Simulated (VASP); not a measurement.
Crystal: Ti.

```
CELL_PARAMETERS angstrom
2.95000 0.00000 0.00000
-1.47500 2.55477 0.00000
0.00000 0.00000 4.68000
ATOMIC_POSITIONS crystal
Ti 0.33333 0.66667 0.25000
Ti 0.66667 0.33333 0.75000
```

```yaml
Program: VASP 6.6.1
Task: relaxation of volume and atoms at fixed shape
Functional: PBEsol
Potentials_or_basis: VASP PAW PBE potentials, release 64 (Ti_sv)
Cutoff: 600 eV
k_mesh: 8 × 8 × 5
Occupations: methfessel-paxton, width 0.02 eV
Spin: no spin polarisation
```

At the start: pressure -5.8 GPa; volume 17.64 Å³/atom.

Where does the relaxation end?

Over 3 steps the energy falls by 17.8 meV/atom and the volume is 16.71 Å³/atom (-5.3 %); space group P6_3/mmc (No. 194, to 0.05 Å).

Step by step:
```
step  energy change (eV)  largest force (eV/Å)  pressure (GPa)  volume (Å³)
   1              0.0000                0.0000           -5.81        35.27
   2             -0.0156                0.0000            4.99        32.11
   3             -0.0356                0.0000            0.02        33.41
```

Final structure:
```cif
data_structure
_symmetry_space_group_name_H-M 'P 1'
_symmetry_Int_Tables_number 1
_cell_length_a 2.8972
_cell_length_b 2.8972
_cell_length_c 4.5962
_cell_angle_alpha 90.000
_cell_angle_beta 90.000
_cell_angle_gamma 120.000
_cell_volume 33.41
loop_
_atom_site_label
_atom_site_type_symbol
_atom_site_fract_x
_atom_site_fract_y
_atom_site_fract_z
_atom_site_occupancy
Ti1 Ti 0.33333 0.66667 0.25000 1
Ti2 Ti 0.66667 0.33333 0.75000 1
```

Caveat: the PAW data sets were made with another functional, which shifts forces and pressure a little.
